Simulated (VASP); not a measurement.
Set up this calculation in VASP 6.6.1, as the native input.

| Property | Result |
| --- | --- |
| Task | single point |
| Functional | PBE |
| Potentials or basis | VASP PAW PBE potentials, release 64 (Al, N, Zr_sv, O) |
| Cutoff | 520 eV |
| k mesh | 1 × 1 × 1 |
| Occupations | fermi-dirac, width 0.05 eV |
| Spin | no spin polarisation |
| Dipole correction | no |
| Further INCAR settings | LREAL = Auto; ALGO = Normal; EDIFF = 1e-07; NBANDS = 75; ISYM = 0 |

The structure of Zr4Al3N3O8 lies in POSCAR:

```
Zr4Al3N3O8
1.0
    6.0660810000     -0.0976330000     -0.0814120000
   -0.0976330000      6.0975380000      0.1964320000
   -0.0814120000      0.1964320000      6.3961640000
Al N Zr O
3 3 4 8
Direct
    0.5966094264      0.8026679590      0.0525748705
    0.0640854948      0.6570564751      0.2182283648
    0.2256600381      0.5847105487      0.6420800925
    0.2631837808      0.7989449910      0.0437249507
    0.8129365140      1.0032966802      0.8530422631
    0.3764341735      0.0498841384      0.6044176506
    0.7218494758      0.3357904110      0.8308500576
    0.6921425952      0.8686996491      0.5814166590
    0.1786463801      0.0664052771      0.8448271242
    0.4679445784      0.2402138630      0.3332790739
    0.4265102141      0.2342161031      0.0105424927
    0.7248557965      0.3180069255      0.5116199684
    0.7896082820      0.5770707600      0.1008284694
    0.2459854080      0.4713966534      0.3765236127
    0.0598828831      0.3990172457      0.8026478730
    0.6581049894      0.9504561984      0.2782793924
    0.5149352162      0.6051105841      0.7206304941
    0.9922276281      0.7365136623      0.4958006680
```

The input as run:

INCAR

```
SYSTEM = Zr4Al3N3O8
  PREC = Accurate
  ENCUT = 520
  EDIFF = 1E-7
  ISMEAR = -1
  SIGMA = 0.05
  LREAL = Auto
  LASPH = .True.
  NELM = 60
  ALGO = Normal
  ISIF = 2
  LWAVE = .False.
  LCHARG = .False.
  GGA = PE
  NBANDS = 75
  ISYM = 0
```

KPOINTS

```
regular mesh
0
Gamma
  1 1 1
  0 0 0
```

Potentials or basis: VASP PAW PBE potentials, release 64 (Al, N, Zr_sv, O).

Run with:

```bash
$ cat potpaw_PBE.64/Al/POTCAR potpaw_PBE.64/N/POTCAR potpaw_PBE.64/Zr_sv/POTCAR potpaw_PBE.64/O/POTCAR > POTCAR
$ mpirun -np 1 vasp_gam > vasp.out
```

It gave:

```yaml
Pressure: -0.9 GPa
Largest_force: 1.649 eV/Å
```

Caveat: the k points lie up to 1.04 Å⁻¹ apart; the atoms stand as in a frame of molecular dynamics.

It took 55 s on 1 thread of Intel(R) Xeon(R) Platinum 8259CL CPU @ 2.50GHz (Skylake/Cascade Lake), on a shared host, peak memory 0.31 GiB.
